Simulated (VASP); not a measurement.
# Co: single point with r2SCAN

Crystal: Co.

```
Co
1.0
     2.50307    0.00000    0.00000
    -1.25154    2.16772    0.00000
     0.00000    0.00000    8.19467
Co
4
Direct
  0.66667 0.33333 0.75000
  0.00000 0.00000 0.50000
  0.33333 0.66667 0.25000
  0.00000 0.00000 0.00000
```

```json
{
 "Program": "VASP 6.6.1",
 "Task": "single point",
 "Functional": "r2SCAN",
 "Potentials or basis": "VASP PAW PBE potentials, release 64 (Co)",
 "Cutoff": "520 eV",
 "k mesh": "12 × 12 × 4",
 "Occupations": "fermi-dirac, width 0.05 eV",
 "Spin": "collinear spin, ferromagnetic start",
 "Starting moments": "[2.0, 2.0, 2.0, 2.0] μB",
 "Dipole correction": "no",
 "Further INCAR settings": "ALGO = Normal; EDIFF = 1e-06; NBANDS = 30"
}
```

| Quantity | Value |
| --- | --- |
| Pressure | -8.4 GPa |
| Net moment | 7.09 μB per cell |
| Site moments | Co +1.86, +1.83 (each value once) μB |
| Valence electrons inside the program's atomic spheres | Co 8.24, 8.25 (each value once) |

Stress tensor (GPa, compression positive):
```
-8.54  0.00  0.00
 0.00 -8.54  0.00
 0.00  0.00 -8.23
```

Levels at points of the mesh, in eV from the Fermi level:
Spin up:
| k point | band 19 | band 20 | band 21 | band 22 | band 23 | band 24 | band 25 | band 26 |
| --- | --- | --- | --- | --- | --- | --- | --- | --- |
| (0.00, 0.00, 0.00) | -2.48 | -2.09 | -2.09 | -1.71 | -1.71 | -0.52 | 5.66 | 14.52 |
| (0.50, 0.00, 0.00) | -1.38 | -1.36 | -0.03 | 1.11 | 1.94 | 2.66 | 6.51 | 6.52 |
| (0.00, 0.00, 0.50) | -2.41 | -2.41 | -1.88 | -1.88 | -1.88 | -1.88 | 8.81 | 8.81 |
| (0.50, 0.00, 0.50) | -1.42 | -1.42 | 0.74 | 0.74 | 2.38 | 2.38 | 6.93 | 6.93 |
Spin down:
```
           k point  band 12  band 13  band 14  band 15  band 16  band 17
(0.00, 0.00, 0.00)    -1.04    -0.91    -0.91    -0.83    -0.83     0.47
(0.50, 0.00, 0.00)    -0.06    -0.06     0.16     1.01     1.18     1.22
(0.00, 0.00, 0.50)    -1.06    -0.94    -0.94    -0.94    -0.94     0.59
(0.50, 0.00, 0.50)    -0.72    -0.45    -0.45     0.90     0.90     1.29
```

Run time: 5.3 min on 1 thread of Intel(R) Xeon(R) 6975P-C (Granite Rapids), with other jobs on the host, peak memory 0.26 GiB.

Caveat: the cell stands under tension; the PAW data sets were made with another functional, which shifts forces and pressure a little.
